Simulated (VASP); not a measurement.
# Nb (Pm-3m) in VASP: a series of runs

Runs on Nb. Level: PBE. Tasks: single point.

Everything below comes from runs of VASP 6.6.1. Logs are shortened: lines on timing, memory, paths and dates and some standing lists are left out, and cuts for length are marked.

## 1. The cell of the first run

The structure is cubic, space group Pm-3m (No. 221). The conventional cell has a = 2.756 Å, b = 2.756 Å, c = 2.756 Å, α = 90.00°, β = 90.00°, γ = 90.00°. Nb (site symmetry m-3m) has 6 Nb at 2.76 Å within 3.6 Å.

## 2. Single point, PBE, collinear spin, ferromagnetic start (volume scaled by 1.04)

The input, INCAR:

```
  PREC = Accurate
  ENCUT = 520
  EDIFF = 1E-7
  ISMEAR = -1
  SIGMA = 0.05
  LREAL = F
  LASPH = T
  NELM = 150
  ALGO = Normal
  ISIF = 2
  LWAVE = F
  LCHARG = F
  ISPIN = 2
  MAGMOM = 1
  LORBIT = 11
  LMAXMIX = 4
  GGA = PE
  NBANDS = 16
```

The input, KPOINTS:

```
regular mesh
0
Gamma
  13 13 13
```

The input, POSCAR:

```
Nb
1.0
    2.7558808548      0.0000000000      0.0000000000
    0.0000000000      2.7558808548      0.0000000000
    0.0000000000      0.0000000000      2.7558808548
Nb
1
Direct
    0.0000000000      0.0000000000      0.0000000000
```

Potentials or basis: VASP PAW PBE potentials, release 64 (Nb_sv).

Run with:

```console
$ cat potpaw_PBE.64/Nb_sv/POTCAR > POTCAR
$ mpirun -np 1 vasp_std > vasp.out
```

OUTCAR:

```text
PREC = Accurate
   ENCUT = 520
   EDIFF = 1E-7
   ISMEAR = -1
   LREAL = F
   LASPH = T
   NELM = 150
   ISIF = 2
   ISPIN = 2
   LORBIT = 11
   GGA = PE

 ion  position               nearest neighbor table
   1  0.000  0.000  0.000-

  LATTYP: Found a simple cubic cell.
 ALAT       =     2.7558808548

  Lattice vectors:

 A1 = (   2.7558808548,   0.0000000000,   0.0000000000)
 A2 = (   0.0000000000,   2.7558808548,   0.0000000000)
 A3 = (   0.0000000000,   0.0000000000,   2.7558808548)

Analysis of symmetry for initial positions (statically):
=====================================================================
 Subroutine PRICEL returns:
 Original cell was already a primitive cell.

 Routine SETGRP: Setting up the symmetry group for a
 simple cubic supercell.

 Subroutine GETGRP returns: Found 48 space group operations
 (whereof 48 operations were pure point group operations)
 out of a pool of 48 trial point group operations.

The static configuration has the point symmetry O_h .

Analysis of symmetry for dynamics (positions and initial velocities):
=====================================================================
 Subroutine PRICEL returns:
 Original cell was already a primitive cell.

 Routine SETGRP: Setting up the symmetry group for a
 simple cubic supercell.

 Subroutine GETGRP returns: Found 48 space group operations
 (whereof 48 operations were pure point group operations)
 out of a pool of 48 trial point group operations.

The dynamic configuration has the point symmetry O_h .

Analysis of structural, dynamic, and magnetic symmetry:
=====================================================================
 Subroutine PRICEL returns:
 Original cell was already a primitive cell.

 Routine SETGRP: Setting up the symmetry group for a
 simple cubic supercell.

 Subroutine GETGRP returns: Found 48 space group operations
 (whereof 48 operations were pure point group operations)
 out of a pool of 48 trial point group operations.

The overall configuration has the point symmetry O_h .

 Subroutine INISYM returns: Found 48 space group operations
 (whereof 48 operations are pure point group operations),
 and found     1 'primitive' translations

----------------------------------------------------------------------------------------

                                     Primitive cell

  volume of cell :      20.9306

  direct lattice vectors                    reciprocal lattice vectors
     2.755880855  0.000000000  0.000000000     0.362860389  0.000000000  0.000000000
     0.000000000  2.755880855  0.000000000     0.000000000  0.362860389  0.000000000
     0.000000000  0.000000000  2.755880855     0.000000000  0.000000000  0.362860389

  length of vectors
     2.755880855  2.755880855  2.755880855     0.362860389  0.362860389  0.362860389

  position of ions in fractional coordinates (direct lattice)
     0.000000000  0.000000000  0.000000000

  ion indices of the primitive-cell ions
   primitive index   ion index
                 1           1

----------------------------------------------------------------------------------------

 KPOINTS: regular mesh

Automatic generation of k-mesh.
 Grid dimensions read from file:
 generate k-points for:   13   13   13

 Generating k-lattice:

  Cartesian coordinates                     Fractional coordinates (reciprocal lattice)
     0.027912338  0.000000000  0.000000000     0.076923077  0.000000000  0.000000000
     0.000000000  0.027912338  0.000000000     0.000000000  0.076923077  0.000000000
     0.000000000  0.000000000  0.027912338     0.000000000  0.000000000  0.076923077

  Length of vectors
     0.027912338  0.027912338  0.027912338

  Shift w.r.t. Gamma in fractional coordinates (k-lattice)
     0.000000000  0.000000000  0.000000000

 Subroutine IBZKPT returns following result:
 ===========================================

 Found     84 irreducible k-points:

 Following reciprocal coordinates:
            Coordinates               Weight
  0.000000  0.000000  0.000000      1.000000
  0.076923  0.000000  0.000000      6.000000
  0.153846  0.000000  0.000000      6.000000
  0.230769  0.000000  0.000000      6.000000
  0.307692  0.000000  0.000000      6.000000
  0.384615  0.000000  0.000000      6.000000
[... 16 lines left out ...]
  0.307692  0.307692  0.000000     12.000000
  0.384615  0.307692  0.000000     24.000000
 [... further k-points ...]
   k-points           NKPTS =     84   k-points in BZ     NKDIM =     84   number of bands    NBANDS=     16
   number of dos      NEDOS =    301   number of ions     NIONS =      1
   total plane-waves  NPLWV =   8000
   dimension x,y,z NGX =    20 NGY =   20 NGZ =   20
   dimension x,y,z NGXF=    40 NGYF=   40 NGZF=   40
   ions per type =               1
   NGX,Y,Z   is equivalent  to a cutoff of  12.06, 12.06, 12.06 a.u.
   NGXF,Y,Z  is equivalent  to a cutoff of  24.13, 24.13, 24.13 a.u.
 SYSTEM =  unknown system
   PREC   = accura    normal or accurate (medium, high low for compatibility)
   ISTART =      0    job   : 0-new  1-cont  2-samecut
   ICHARG =      2    charge: 1-file 2-atom 10-const
   ISPIN  =      2    spin polarized calculation?
   LNONCOLLINEAR =      F non collinear calculations
   LSORBIT =      F    spin-orbit coupling
   LASPH  =      T    aspherical Exc in radial PAW
   ENCUT  =  520.0 eV  38.22 Ry    6.18 a.u.   5.12  5.12  5.12*2*pi/ulx,y,z
   NELM   =    150;   NELMIN=  2; NELMDL= -5     # of ELM steps
   EDIFF  = 0.1E-06   stopping-criterion for ELM
   LREAL  =      F    real-space projection
   EDIFFG = 0.1E-05   stopping-criterion for IOM
   NSW    =      0    number of steps for IOM
   IBRION =     -1    ionic relax: 0-MD 1-quasi-New 2-CG
   NFREE  =      0    steps in history (QN), initial steepest desc. (CG)
   ISIF   =      2    stress and relaxation
   ISYM   =      2    0-nonsym 1-usesym 2-fastsym
   POTIM  = 0.5000    time-step for ionic-motion
   TEBEG  =    0.0;   TEEND  =   0.0 temperature during run
   PSTRESS=    0.0 pullay stress
   NELECT =      13.0000    total number of electrons
   NUPDOWN=      -1.0000    fix difference up-down
   EMIN   =  10.00;   EMAX   =-10.00  energy-range for DOS
   EFERMI =   0.00;   METHOD = LEGACY
   ISMEAR =    -1;   SIGMA  =   0.05  broadening in eV -4-tet -1-fermi 0-gaus
   EFERMI_NEDOS =   21; number of points for ismear=-14 and -15
   IALGO  =     38    algorithm
   IMIX   =      4    mixing-type and parameters
     AMIX     =   0.40;   BMIX     =  1.00
     AMIX_MAG =   1.60;   BMIX_MAG =  1.00
  volume/ion in A,a.u.               =      20.93       141.25
  Fermi-wavevector in a.u.,A,eV,Ry     =   1.396783  2.639537 26.544992  1.951002
  Thomas-Fermi vector in A             =   2.520103
   LORBIT       =     11    0 simple, 1 ext, 2 COOP (PROOUT), +10 PAW based schemes
   GGA     = PE    functional components
   LHFCALC =     F    Hartree Fock is set to
   AEXX    =    0.0000 exact exchange contribution
   IVDW    =     0    specifies the selected vdW correction
   LEPSILON=     F    determine dielectric tensor
   LRPA    =     F    only Hartree local field effects (RPA)
 spin polarized calculation
  energy-cutoff  :      520.00
  volume of cell :       20.93
 maximum number of plane-waves:       587
   NGX = 11   NGY = 11   NGZ = 11

 number of electron      12.9999999 magnetization      -0.0001457

 number of electron      12.9999999 magnetization       0.0000060

 Free energy of the ion-electron system (eV)
  ---------------------------------------------------
  ext. energy  EPLUGINS =         0.00000000
  ---------------------------------------------------
  free energy    TOTEN  =        -9.22943719 eV

  energy without entropy =       -9.22223109  energy(sigma->0) =       -9.22583414

 E-fermi :   9.2992     XC(G=0): -11.6256

 val. band max:        9.2966407182   @ k =   0.4615   0.3077   0.2308
 cond. band min:       9.3581133773   @ k =   0.4615   0.4615   0.1538
 fundamental gap:      0.0614726591
 Fermi energy:         9.2991636756

 spin component 1

 k-point     1 :       0.0000    0.0000    0.0000
  band No.  band energies     occupation
      1     -45.4167      1.00000
      2     -20.7841      1.00000
      3     -20.7841      1.00000
      4     -20.7841      1.00000
      5       3.7891      1.00000
      6       6.6587      1.00000
[... 8 lines left out ...]
     15      30.8261      0.00000
     16      30.8261      0.00000

 k-point     2 :       0.0769    0.0000    0.0000
  band No.  band energies     occupation
      1     -45.4077      1.00000
      2     -20.8629      1.00000
      3     -20.7774      1.00000
      4     -20.7774      1.00000
      5       3.9518      1.00000
      6       6.7017      1.00000
[... 8 lines left out ...]
     15      30.2434      0.00000
     16      31.5121      0.00000
[... 387 lines left out ...]
      5       6.6461      1.00000
      6       7.7018      1.00000
[... 8 lines left out ...]
     15      31.1396      0.00000
     16      31.4670      0.00000

 k-point    24 :       0.3846    0.3077    0.0000
  band No.  band energies     occupation
      1     -45.1722      1.00000
      2     -21.7940      1.00000
      3     -21.5266      1.00000
      4     -20.6058      1.00000
      5       6.5418      1.00000
      6       7.7477      1.00000
[... 8 lines left out ...]
     15      30.1416      0.00000
     16      31.8625      0.00000

 [... further k-points ...]

 spin component 2

 k-point     1 :       0.0000    0.0000    0.0000
  band No.  band energies     occupation
      1     -45.4167      1.00000
      2     -20.7841      1.00000
      3     -20.7841      1.00000
      4     -20.7841      1.00000
      5       3.7892      1.00000
      6       6.6587      1.00000
[... 8 lines left out ...]
     15      30.8261      0.00000
     16      30.8261      0.00000

 k-point     2 :       0.0769    0.0000    0.0000
  band No.  band energies     occupation
      1     -45.4077      1.00000
      2     -20.8629      1.00000
      3     -20.7774      1.00000
      4     -20.7774      1.00000
      5       3.9518      1.00000
      6       6.7017      1.00000
[... 8 lines left out ...]
     15      30.2434      0.00000
     16      31.5121      0.00000
[... 387 lines left out ...]
      5       6.6461      1.00000
      6       7.7018      1.00000
[... 8 lines left out ...]
     15      31.1396      0.00000
     16      31.4670      0.00000

 k-point    24 :       0.3846    0.3077    0.0000
  band No.  band energies     occupation
      1     -45.1722      1.00000
      2     -21.7940      1.00000
      3     -21.5266      1.00000
      4     -20.6058      1.00000
      5       6.5418      1.00000
      6       7.7477      1.00000
[... 8 lines left out ...]
     15      30.1415      0.00000
     16      31.8625      0.00000

 [... further k-points ...]
[... 5 lines left out ...]
  --------------------------------------------------------------------------------------
  -------------------------------------------------------------------------------------
  Total       -0.7101140     -0.7101140     -0.7101140     -0.0000000     -0.0000000      0.0000000
  in kB      -54.3572326    -54.3572326    -54.3572326     -0.0000000     -0.0000000      0.0000000
  external PRESSURE =     -54.3572326 kB  Pullay stress =       0.0000000 kB

 VOLUME and BASIS-vectors are now :
 -----------------------------------------------------------------------------
  energy-cutoff  :      520.00
  volume of cell :       20.93
      direct lattice vectors                 reciprocal lattice vectors
     2.755880855  0.000000000  0.000000000     0.362860389  0.000000000  0.000000000
     0.000000000  2.755880855  0.000000000     0.000000000  0.362860389  0.000000000
     0.000000000  0.000000000  2.755880855     0.000000000  0.000000000  0.362860389

 POSITION                                       TOTAL-FORCE (eV/Angst)
 -----------------------------------------------------------------------------------
      0.00000      0.00000      0.00000         0.000000      0.000000      0.000000
 -----------------------------------------------------------------------------------
    total drift:                               -0.000000      0.000000      0.000000

  FREE ENERGIE OF THE ION-ELECTRON SYSTEM (eV)
  ---------------------------------------------------
  free  energy   TOTEN  =        -9.2294371883 eV

  energy  without entropy=       -9.2222310873  energy(sigma->0) =       -9.22583414

 total charge

# of ion       s       p       d       tot
------------------------------------------
    1        2.228   5.958   2.567  10.752

 magnetization (x)

# of ion       s       p       d       tot
------------------------------------------
    1        0.000   0.000  -0.000   0.000
```

It took 19 s on 1 thread of Intel Xeon 6975P-C (Granite Rapids), shared host; peak memory 0.16 GiB.

What came out:

| Item | Value |
| --- | --- |
| Free energy | -9.2294 eV |
| Pressure | -5.4 GPa |
| Net moment | 0.00 μB per cell |
| Valence electrons inside the program's atomic spheres | Nb 10.75 |

## 3. Single point, PBE, collinear spin, ferromagnetic start (volume scaled by 1.08)

The input, INCAR:

```
SYSTEM = Nb
PREC     = Accurate       ! precision mode
ENCUT    = 520            ! plane-wave cutoff, eV
EDIFF    = 1E-6           ! SCF threshold, eV
ISMEAR   = -1             ! smearing method
SIGMA    = 0.05           ! smearing width, eV
LREAL    = .FALSE.        ! projectors in reciprocal space
LASPH    = .TRUE.         ! aspherical terms in the spheres
NELM     = 150            ! most SCF steps
ALGO     = Normal         ! electronic algorithm
ISIF     = 2              ! what is computed and relaxed
LWAVE    = .FALSE.        ! write WAVECAR
LCHARG   = .FALSE.        ! write CHGCAR
ISPIN    = 2              ! spin polarisation
MAGMOM   = 1              ! initial moments
LORBIT   = 11             ! projections on sites
LMAXMIX  = 4              ! l up to which the mixer works
GGA      = PE             ! functional
NBANDS   = 16             ! bands
```

The input, KPOINTS:

```
regular mesh
0
G
  13 13 13
  0 0 0
```

The input, POSCAR:

```
Nb
1.0
    2.7907691263      0.0000000000      0.0000000000
    0.0000000000      2.7907691263      0.0000000000
    0.0000000000      0.0000000000      2.7907691263
Nb
1
Direct
    0.0000000000      0.0000000000      0.0000000000
```

Potentials or basis: VASP PAW PBE potentials, release 64 (Nb_sv).

Run with:

```console
$ cat potpaw_PBE.64/Nb_sv/POTCAR > POTCAR
$ mpirun -np 1 vasp_std > vasp.out
```

Wall time 20 s (1 thread of Intel Xeon 6975P-C (Granite Rapids), shared host); peak memory 0.17 GiB.

The run converged. Its results:

```yaml
Free_energy: -9.1926 eV
Pressure: -9.3 GPa
Net_moment: 0.00 μB per cell
Valence_electrons_inside_the_program's_atomic_spheres: Nb 10.71
```

Levels at points of the mesh, in eV from the Fermi level:
Spin up:
| k point | band 4 | band 5 | band 6 | band 7 | band 8 | band 9 | band 10 | band 11 |
| --- | --- | --- | --- | --- | --- | --- | --- | --- |
| (0.00, 0.00, 0.00) | -30.18 | -5.41 | -2.50 | -2.50 | 4.62 | 4.62 | 4.62 | 13.94 |
Spin down:
```
           k point  band 5  band 6  band 7  band 8  band 9  band 10
(0.00, 0.00, 0.00)   -5.41   -2.50   -2.50    4.62    4.62     4.62
```
